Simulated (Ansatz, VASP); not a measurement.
## NiGe in VASP and in Ansatz

INCAR

```
PREC = Accurate
ENCUT = 520
EDIFF = 1E-7
ISMEAR = 0
SIGMA = 0.1
LREAL = False
LASPH = True
NELM = 60
ALGO = Normal
ISIF = 2
LWAVE = False
LCHARG = False
GGA = PE
NBANDS = 58
```

The input KPOINTS:

```
Automatic mesh
0
Gamma
  4 6 4
```

Contents of POSCAR:

```
NiGe
1.0
    5.3810000000      0.0000000000      0.0000000000
    0.0000000000      3.4280000000      0.0000000000
    0.0000000000      0.0000000000      5.8110000000
Ni Ge
4 4
Direct
    0.9950000000      0.7500000000      0.1900000000
    0.0050000000      0.2500000000      0.8100000000
    0.5050000000      0.2500000000      0.6900000000
    0.4950000000      0.7500000000      0.3100000000
    0.8120000000      0.7500000000      0.5830000000
    0.1880000000      0.2500000000      0.4170000000
    0.6880000000      0.2500000000      0.0830000000
    0.3120000000      0.7500000000      0.9170000000
```

Input for Ansatz:

```yaml
crystal:
  lattice:
    - [5.381, 0.0, 0.0]
    - [0.0, 3.428, 0.0]
    - [0.0, 0.0, 5.811]
  atoms:
    - { symbol: Ni, position: [0.995, 0.75, 0.19] }
    - { symbol: Ni, position: [0.005, 0.25, 0.81] }
    - { symbol: Ni, position: [0.505, 0.25, 0.69] }
    - { symbol: Ni, position: [0.495, 0.75, 0.31] }
    - { symbol: Ge, position: [0.812, 0.75, 0.583] }
    - { symbol: Ge, position: [0.188, 0.25, 0.417] }
    - { symbol: Ge, position: [0.688, 0.25, 0.083] }
    - { symbol: Ge, position: [0.312, 0.75, 0.917] }
basis:
  ecutwfc: 420
kpoints:
  mp_grid: { grid: [4, 6, 4] }
hamiltonian:
  xc: pbe
  pseudopotentials: { kind: paw }
scf:
  occupations: { method: gaussian, width: 0.1 }
output:
  forces: true
  stress: true
  eigenvalues: true
```

Alike in both runs: task single point; functional PBE; k mesh 4 × 6 × 4; occupations gaussian, width 0.1 eV; no spin polarisation.

```csv
,VASP,Ansatz
version,VASP 6.6.1,Ansatz 0.2.0
potentials or method,"VASP PAW PBE potentials, release 64 (Ni, Ge_d), cutoff 520 eV","scalar-relativistic, plane waves, PAW"
valence electrons in the cell,96,128
```

VASP gave:

| Property | Result |
| --- | --- |
| gap on the k mesh at the Fermi level (eV) | none |
| pressure (GPa) | 3.7 |
| traceless stress, the component that is largest in VASP (GPa) | -1.22 |
| rms of the force components (eV/Å) | 0.067 |

Q: Estimate Ansatz's values.

A: gap on the k mesh at the Fermi level (eV): none; pressure (GPa): 3.5; traceless stress, the component that is largest in VASP (GPa): -1.09; rms of the force components (eV/Å): 0.064.

Atom by atom the forces differ by 0.004 eV/Å (rms over components). A gap of «none» marks a metal or a gap that the smearing closes. With one functional, cell and mesh, what is left measures potentials, basis and numerics. VASP's potentials hold 96 valence electrons a cell and Ansatz's 128, so a difference there can come from the potentials and not from the codes.
